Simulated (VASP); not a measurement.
CsH, 4 atoms in the cell. The typed cell holds 4 atoms: a = 5.350 Å, b = 5.350 Å, c = 6.406 Å, α = 90.00°, β = 90.00°, γ = 120.00°. 

| Item | Value |
| --- | --- |
| Program | VASP 6.6.1 |
| Task | single point |
| Functional | PBE |
| Potentials or basis | VASP PAW PBE potentials, release 64 (Cs_sv, H) |
| Cutoff | 520 eV |
| k mesh | 6 × 6 × 4 |
| Occupations | fermi-dirac, width 0.02 eV |
| Spin | no spin polarisation |
| Dipole correction | no |
| Further INCAR settings | ALGO = Normal; EDIFF = 1e-06; NBANDS = 18 |

Potentials or basis: VASP PAW PBE potentials, release 64 (Cs_sv, H).

Run with:

```sh
$ cat potpaw_PBE.64/Cs_sv/POTCAR potpaw_PBE.64/H/POTCAR > POTCAR
$ mpirun -np 1 vasp_std > vasp.out
```

Hardware: 1 thread of AMD EPYC 9R45 96-Core Processor (Zen 5), on a shared host.

**Question.** How long does it take, and how much memory?

**Answer.** Run time: 32 s on 1 thread of AMD EPYC 9R45 96-Core Processor (Zen 5) (shared host), peak memory 0.23 GiB. Counts: scf iterations 15, k points 21.
